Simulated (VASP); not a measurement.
# NbH2: single point with r2SCAN

The system is NbH2.

```
Nb H
1.0
     0.00000    2.31799    2.31799
     2.31799    0.00000    2.31799
     2.31799    2.31799    0.00000
Nb H
1 2
Direct
  0.00000 0.00000 0.00000
  0.25000 0.25000 0.25000
  0.75000 0.75000 0.75000
```

```yaml
Program: VASP 6.6.1
Task: single point
Functional: r2SCAN
Potentials_or_basis: VASP PAW PBE potentials, release 64 (Nb_sv, H)
Cutoff: 520 eV
k_mesh: 16 × 16 × 16
Occupations: gaussian, width 0.1 eV
Spin: no spin polarisation
```

```
Pressure               : -9.9 GPa
Band gap on the k mesh : zero (an odd number of electrons rules out a gap without spin polarisation)
```

Levels at points of the mesh, in eV from the Fermi level:
```tsv
k point	band 4	band 5	band 6	band 7	band 8	band 9	band 10	band 11	band 12	band 13
(0.00, 0.00, 0.00)	-32.51	-11.10	-1.48	-1.34	-1.34	-1.34	1.21	1.21	12.53	13.84
(0.50, 0.00, 0.00)	-32.59	-8.67	-5.45	-1.18	-1.18	2.52	2.52	5.26	5.95	12.44
(0.50, 0.50, 0.00)	-32.72	-7.74	-5.57	-4.29	2.66	2.74	2.74	7.18	7.18	8.25
```

Wall time 2.1 min on 1 thread of AMD EPYC 7R13 Processor (Zen 3), with other jobs on the host, peak memory 0.15 GiB.

Caveat: the cell stands under tension; the PAW data sets were made with another functional, which shifts forces and pressure a little.
